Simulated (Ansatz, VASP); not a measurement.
**One calculation of Tl2FeH6, two programs**

```
H Fe Tl
1.0
     0.00000    3.51112    3.51112
     3.51112    0.00000    3.51112
     3.51112    3.51112    0.00000
H Fe Tl
6 1 2
Direct
  0.75800 0.24200 0.24200
  0.24200 0.75800 0.24200
  0.24200 0.75800 0.75800
  0.75800 0.24200 0.75800
  0.24200 0.24200 0.75800
  0.75800 0.75800 0.24200
  0.00000 0.00000 0.00000
  0.25000 0.25000 0.25000
  0.75000 0.75000 0.75000
```

Alike in both runs: task single point; functional PBE; k mesh 6 × 6 × 6; no spin polarisation.

|  | VASP | Ansatz |
| --- | --- | --- |
| version | VASP 6.6.1 | Ansatz 0.2.0 |
| potentials or method | VASP PAW PBE potentials, release 64 (H, Fe, Tl_d), cutoff 520 eV | PAW plane waves |
| occupations | fermi-dirac, width 0.1 eV | fermi-dirac |
| valence electrons in the cell | 40 | 48 |

|  | VASP | Ansatz | Ansatz less VASP |
| --- | --- | --- | --- |
| pressure (GPa) | 1.2 | 1.4 | +0.15 |
| rms of the force components (eV/Å) | 0.395 | 0.402 | +0.0068 |

Atom by atom the forces differ by 0.007 eV/Å (rms over components). VASP's potentials hold 40 valence electrons a cell and Ansatz's 48, so a difference there can come from the potentials and not from the codes.

Neither program's run includes spin-orbit coupling.
